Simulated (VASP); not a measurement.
MoS2:

```
Mo S
1.0
     3.14773    0.00000    0.00000
    -1.57387    2.72601    0.00000
     0.00000    0.00000   12.24129
Mo S
2 4
Direct
  0.66667 0.33333 0.75000
  0.33333 0.66667 0.25000
  0.66667 0.33333 0.37700
  0.33333 0.66667 0.87700
  0.66667 0.33333 0.12300
  0.33333 0.66667 0.62300
```

Base run:

- Program: VASP 6.6.1
- Functional: RPBE
- Dispersion: D4
- Potentials or basis: VASP PAW PBE potentials, release 64 (Mo_sv, S)
- Cutoff: 520 eV
- k mesh: 10 × 10 × 3
- Occupations: fermi-dirac, width 0.05 eV
- Spin: no spin polarisation

Its results: band gap on the k mesh 0.97 eV, indirect (least direct gap 1.92 eV); pressure -0.6 GPa; largest force 0.257 eV/Å.

Problem. The run is repeated on the same cell with these changes: functional from RPBE to PBE. What comes out?

Solution. Band gap on the k mesh 0.92 eV, indirect (least direct gap 1.92 eV); pressure 1.3 GPa; largest force 0.231 eV/Å.

Caveats: the PAW data sets were made with another functional, which shifts forces and pressure a little (some runs).

A k mesh can miss the band edges.
